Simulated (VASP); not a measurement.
# Au (Cmcm) in VASP: single point with PBEsol

Aim: the single point of Au with PBEsol.

Everything below comes from runs of VASP 6.6.1. Logs are shortened: lines on timing, memory, paths and dates and some standing lists are left out, and cuts for length are marked.

## Step 1: The cell of the first run

Symmetry: Cmcm, No. 63, orthorhombic system. The conventional cell has a = 2.823 Å, b = 5.112 Å, c = 4.893 Å, α = 90.00°, β = 90.00°, γ = 90.00°. Within 3.7 Å of Au (site symmetry m2m) lie 12 Au at 2.82 to 2.97 Å.

## Step 2: Single point, PBEsol

INCAR

```
PREC     = Accurate       # precision mode
ENCUT    = 520            # plane-wave cutoff, eV
EDIFF    = 1E-6           # SCF threshold, eV
ISMEAR   = -1             # smearing method
SIGMA    = 0.1            # smearing width, eV
LREAL    = False          # projectors in reciprocal space
LASPH    = True           # aspherical terms in the spheres
NELM     = 100            # most SCF steps
ALGO     = Normal         # electronic algorithm
ISIF     = 2              # what is computed and relaxed
LWAVE    = False          # write WAVECAR
LCHARG   = False          # write CHGCAR
GGA      = PS             # functional
NBANDS   = 18             # bands
```

KPOINTS

```
regular mesh
0
Gamma
  9 9 4
```

POSCAR

```
Au
1.0
    1.4113099700     -2.5559330200      0.0000000000
    1.4113099700      2.5559330200      0.0000000000
    0.0000000000      0.0000000000      4.8931696100
Au
2
Direct
    0.6653279700      0.3346720300      0.2500000000
    0.3346720300      0.6653279700      0.7500000000
```

Potentials or basis: VASP PAW PBE potentials, release 64 (Au).

Command:

```
$ cat potpaw_PBE.64/Au/POTCAR > POTCAR
$ mpirun -np 1 vasp_std > vasp.out
```

OUTCAR:

```text
PREC = Accurate
   ENCUT = 520
   EDIFF = 1E-6
   ISMEAR = -1
   LREAL = False
   LASPH = True
   NELM = 100
   ISIF = 2
   GGA = PS

 ion  position               nearest neighbor table
   1  0.665  0.335  0.250-   2 2.95   2 2.95   2 2.95   2 2.95   2 2.97   2 2.97
   2  0.335  0.665  0.750-   1 2.95   1 2.95   1 2.95   1 2.95   1 2.97   1 2.97

  LATTYP: Found a base centered orthorhombic cell.
 ALAT       =     2.8226199400
 B/A-ratio  =     1.8110358988
 C/A-ratio  =     1.7335559565

  Lattice vectors:

 A1 = (   1.4113099700,  -2.5559330200,   0.0000000000)
 A2 = (   1.4113099700,   2.5559330200,   0.0000000000)
 A3 = (   0.0000000000,   0.0000000000,   4.8931696100)

Analysis of symmetry for initial positions (statically):
=====================================================================
 Subroutine PRICEL returns:
 Original cell was already a primitive cell.

 Routine SETGRP: Setting up the symmetry group for a
 base centered orthorhombic supercell.

 Subroutine GETGRP returns: Found  8 space group operations
 (whereof  4 operations were pure point group operations)
 out of a pool of  8 trial point group operations.

The static configuration has the point symmetry C_2h.
 The point group associated with its full space group is D_2h.

Analysis of symmetry for dynamics (positions and initial velocities):
=====================================================================
 Subroutine PRICEL returns:
 Original cell was already a primitive cell.

 Routine SETGRP: Setting up the symmetry group for a
 base centered orthorhombic supercell.

 Subroutine GETGRP returns: Found  8 space group operations
 (whereof  4 operations were pure point group operations)
 out of a pool of  8 trial point group operations.

The dynamic configuration has the point symmetry C_2h.
 The point group associated with its full space group is D_2h.

 Subroutine INISYM returns: Found  8 space group operations
 (whereof  4 operations are pure point group operations),
 and found     1 'primitive' translations

----------------------------------------------------------------------------------------

                                     Primitive cell

  volume of cell :      35.3014

  direct lattice vectors                    reciprocal lattice vectors
     1.411309970 -2.555933020  0.000000000     0.354280782 -0.195623280  0.000000000
     1.411309970  2.555933020  0.000000000     0.354280782  0.195623280  0.000000000
     0.000000000  0.000000000  4.893169610     0.000000000  0.000000000  0.204366511

  length of vectors
     2.919689955  2.919689955  4.893169610     0.404701545  0.404701545  0.204366511

  position of ions in fractional coordinates (direct lattice)
     0.665327970  0.334672030  0.250000000
     0.334672030  0.665327970  0.750000000

  ion indices of the primitive-cell ions
   primitive index   ion index
                 1           1
                 2           2

----------------------------------------------------------------------------------------

 KPOINTS: regular mesh

Automatic generation of k-mesh.
 Grid dimensions read from file:
 generate k-points for:    9    9    4

 Generating k-lattice:

  Cartesian coordinates                     Fractional coordinates (reciprocal lattice)
     0.039364531 -0.021735920  0.000000000     0.111111111  0.000000000  0.000000000
     0.039364531  0.021735920  0.000000000     0.000000000  0.111111111  0.000000000
     0.000000000  0.000000000  0.051091628     0.000000000  0.000000000  0.250000000

  Length of vectors
     0.044966838  0.044966838  0.051091628

  Shift w.r.t. Gamma in fractional coordinates (k-lattice)
     0.000000000  0.000000000  0.000000000

 Subroutine IBZKPT returns following result:
 ===========================================

 Found     75 irreducible k-points:

 Following reciprocal coordinates:
            Coordinates               Weight
  0.000000  0.000000  0.000000      1.000000
  0.111111  0.000000  0.000000      4.000000
  0.222222  0.000000  0.000000      4.000000
  0.333333  0.000000  0.000000      4.000000
  0.444444  0.000000  0.000000      4.000000
  0.111111  0.111111  0.000000      2.000000
[... 16 lines left out ...]
 -0.333333  0.333333  0.000000      2.000000
  0.444444  0.444444  0.000000      2.000000
 [... further k-points ...]
   k-points           NKPTS =     75   k-points in BZ     NKDIM =     75   number of bands    NBANDS=     18
   number of dos      NEDOS =    301   number of ions     NIONS =      2
   total plane-waves  NPLWV =  20736
   dimension x,y,z NGX =    24 NGY =   24 NGZ =   36
   dimension x,y,z NGXF=    48 NGYF=   48 NGZF=   72
   ions per type =               2
   NGX,Y,Z   is equivalent  to a cutoff of  13.67, 13.67, 12.23 a.u.
   NGXF,Y,Z  is equivalent  to a cutoff of  27.33, 27.33, 24.46 a.u.
 SYSTEM =  unknown system
   PREC   = accura    normal or accurate (medium, high low for compatibility)
   ISTART =      0    job   : 0-new  1-cont  2-samecut
   ICHARG =      2    charge: 1-file 2-atom 10-const
   ISPIN  =      1    spin polarized calculation?
   LNONCOLLINEAR =      F non collinear calculations
   LSORBIT =      F    spin-orbit coupling
   LASPH  =      T    aspherical Exc in radial PAW
   ENCUT  =  520.0 eV  38.22 Ry    6.18 a.u.   5.43  5.43  9.10*2*pi/ulx,y,z
   NELM   =    100;   NELMIN=  2; NELMDL= -5     # of ELM steps
   EDIFF  = 0.1E-05   stopping-criterion for ELM
   LREAL  =      F    real-space projection
   EDIFFG = 0.1E-04   stopping-criterion for IOM
   NSW    =      0    number of steps for IOM
   IBRION =     -1    ionic relax: 0-MD 1-quasi-New 2-CG
   NFREE  =      0    steps in history (QN), initial steepest desc. (CG)
   ISIF   =      2    stress and relaxation
   ISYM   =      2    0-nonsym 1-usesym 2-fastsym
   POTIM  = 0.5000    time-step for ionic-motion
   TEBEG  =    0.0;   TEEND  =   0.0 temperature during run
   PSTRESS=    0.0 pullay stress
   NELECT =      22.0000    total number of electrons
   NUPDOWN=      -1.0000    fix difference up-down
   EMIN   =  10.00;   EMAX   =-10.00  energy-range for DOS
   EFERMI =   0.00;   METHOD = LEGACY
   ISMEAR =    -1;   SIGMA  =   0.10  broadening in eV -4-tet -1-fermi 0-gaus
   EFERMI_NEDOS =   21; number of points for ismear=-14 and -15
   IALGO  =     38    algorithm
   IMIX   =      4    mixing-type and parameters
     AMIX     =   0.40;   BMIX     =  1.00
     AMIX_MAG =   1.60;   BMIX_MAG =  1.00
  volume/ion in A,a.u.               =      17.65       119.11
  Fermi-wavevector in a.u.,A,eV,Ry     =   1.398358  2.642513 26.604898  1.955405
  Thomas-Fermi vector in A             =   2.521524
   LORBIT       =      0    0 simple, 1 ext, 2 COOP (PROOUT), +10 PAW based schemes
   GGA     = PS    functional components
   LHFCALC =     F    Hartree Fock is set to
   AEXX    =    0.0000 exact exchange contribution
   IVDW    =     0    specifies the selected vdW correction
   LEPSILON=     F    determine dielectric tensor
   LRPA    =     F    only Hartree local field effects (RPA)
 non-spin polarized calculation
  energy-cutoff  :      520.00
  volume of cell :       35.30
 maximum number of plane-waves:       967
 NGX is ok and might be reduce to    24
   NGX = 11   NGY = 11   NGZ = 19

 number of electron      21.9999996 magnetization

 Free energy of the ion-electron system (eV)
  ---------------------------------------------------
  ext. energy  EPLUGINS =         0.00000000
  ---------------------------------------------------
  free energy    TOTEN  =        -7.82375065 eV

  energy without entropy =       -7.80513185  energy(sigma->0) =       -7.81444125

 E-fermi :   8.5601     XC(G=0): -12.6751

 val. band max:        8.4508294090   @ k =  -0.4444   0.2222   0.5000
 cond. band min:       8.5675113549   @ k =   0.3333   0.1111   0.5000
 fundamental gap:      0.1166819460
 Fermi energy:         8.5600893540

 k-point     1 :       0.0000    0.0000    0.0000
  band No.  band energies     occupation
      1      -0.8532      2.00000
      2       1.5614      2.00000
      3       3.9599      2.00000
      4       4.0223      2.00000
      5       4.3551      2.00000
      6       4.6007      2.00000
[... 10 lines left out ...]
     17      26.5667      0.00000
     18      27.5063      0.00000

 k-point     2 :       0.1111    0.0000    0.0000
  band No.  band energies     occupation
      1      -0.4625      2.00000
      2       1.8869      2.00000
      3       3.9018      2.00000
      4       4.2899      2.00000
      5       4.4396      2.00000
      6       4.6350      2.00000
[... 10 lines left out ...]
     17      25.3397      0.00000
     18      26.5409      0.00000

 k-point     3 :       0.2222    0.0000    0.0000
  band No.  band energies     occupation
      1       0.5883      2.00000
      2       2.5210      2.00000
      3       3.7951      2.00000
      4       3.9467      2.00000
      5       4.2270      2.00000
      6       4.7936      2.00000
[... 10 lines left out ...]
     17      25.2550      0.00000
     18      25.7619      0.00000

 k-point     4 :       0.3333    0.0000    0.0000
  band No.  band energies     occupation
      1       1.7273      2.00000
      2       2.4654      2.00000
      3       3.1074      2.00000
      4       4.1811      2.00000
      5       4.4622      2.00000
      6       4.4986      2.00000
[... 375 lines left out ...]
      4       4.1761      2.00000
      5       4.3330      2.00000
      6       4.4703      2.00000
[... 10 lines left out ...]
     17      21.1035      0.00000
     18      24.0585      0.00000

 k-point    23 :      -0.3333    0.3333    0.0000
  band No.  band energies     occupation
      1       1.5362      2.00000
      2       2.2891      2.00000
      3       3.1693      2.00000
      4       4.0040      2.00000
      5       4.3330      2.00000
      6       4.6418      2.00000
[... 10 lines left out ...]
     17      21.9538      0.00000
     18      24.9250      0.00000

 k-point    24 :       0.4444    0.4444    0.0000
  band No.  band energies     occupation
      1       2.3070      2.00000
      2       2.3351      2.00000
      3       2.7397      2.00000
      4       4.3749      2.00000
      5       4.4577      2.00000
      6       4.6021      2.00000
[... 10 lines left out ...]
     17      19.8544      0.00000
     18      23.6570      0.00000

 [... further k-points ...]

------------------------ aborting loop because EDIFF is reached ----------------------------------------

  FORCE on cell =-STRESS in cart. coord.  units (eV):
  Direction    XX          YY          ZZ          XY          YZ          ZX
  --------------------------------------------------------------------------------------
  -------------------------------------------------------------------------------------
  Total       -0.6098270     -1.4887282     -1.5183775      0.0000000      0.0000000      0.0000000
  in kB      -27.6773862    -67.5668802    -68.9125300      0.0000000      0.0000000      0.0000000
  external PRESSURE =     -54.7189321 kB  Pullay stress =       0.0000000 kB

 VOLUME and BASIS-vectors are now :
 -----------------------------------------------------------------------------
  energy-cutoff  :      520.00
  volume of cell :       35.30
      direct lattice vectors                 reciprocal lattice vectors
     1.411309970 -2.555933020  0.000000000     0.354280782 -0.195623280  0.000000000
     1.411309970  2.555933020  0.000000000     0.354280782  0.195623280  0.000000000
     0.000000000  0.000000000  4.893169610     0.000000000  0.000000000  0.204366511

 POSITION                                       TOTAL-FORCE (eV/Angst)
 -----------------------------------------------------------------------------------
      1.41131     -0.84513      1.22329         0.000000      0.033766      0.000000
      1.41131      0.84513      3.66988         0.000000     -0.033766     -0.000000
 -----------------------------------------------------------------------------------
    total drift:                                0.000000      0.000000     -0.000000

  FREE ENERGIE OF THE ION-ELECTRON SYSTEM (eV)
  ---------------------------------------------------
  free  energy   TOTEN  =        -7.8237506526 eV

  energy  without entropy=       -7.8051318514  energy(sigma->0) =       -7.81444125
```

It took 35 s on 1 thread of Intel Xeon 8259CL, shared host; peak memory 0.18 GiB.

What came out:

* Free energy: -7.8238 eV
* Pressure: -5.5 GPa
* Largest force: 0.034 eV/Å
* Band gap on the k mesh: zero (bands 11 and 12 overlap by 6.47 eV)

Forces on the atoms (eV/Å):
```
Au   0.000  0.034  0.000
Au   0.000 -0.034  0.000
```

Caveat: the cell stands under tension; the PAW data sets were made with another functional, which shifts forces and pressure a little; spin-orbit coupling is left out, which moves the levels of the heavy elements.
